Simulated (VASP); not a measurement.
Runs of VASP 6.6.1 on Sb. The structure is that of space group P6_3/mmc (No. 194), or close to it. The cells are those of the table. 

| task | cell | gap on the mesh (eV) | pressure (GPa) |
| --- | --- | --- | --- |
| electric field gradients | a = 3.341, b = 3.341, c = 5.285 Å, angles 90.0, 90.0, 120.0°, 2 atoms | none | (a) |
| single point | a = 3.424, b = 3.424, c = 5.417 Å, angles 90.0, 90.0, 120.0°, 2 atoms | none | -0.4 |
| single point | a = 3.397, b = 3.397, c = 5.374 Å, angles 90.0, 90.0, 120.0°, 2 atoms | none | 1.2 |
| single point | a = 3.369, b = 3.369, c = 5.330 Å, angles 90.0, 90.0, 120.0°, 2 atoms | none | 2.9 |
| electric field gradients | a = 3.312, b = 3.312, c = 5.240 Å, angles 90.0, 90.0, 120.0°, 2 atoms | none | (b) |

Alike in all rows: level PBE; potentials or basis VASP PAW PBE potentials, release 64 (Sb); no spin polarisation; k mesh 12 × 12 × 7; cutoff (eV) 520; smearing fermi-dirac 0.03 eV.

Fill in the values left out.

(a) 4.9; (b) 7.1.

Caveats: spin-orbit coupling is left out, which moves the levels of the heavy elements.

A k mesh can miss the band edges, and the runs leave out spin-orbit coupling on Sb.

A gap of «none» marks levels without a gap at the run's occupations.
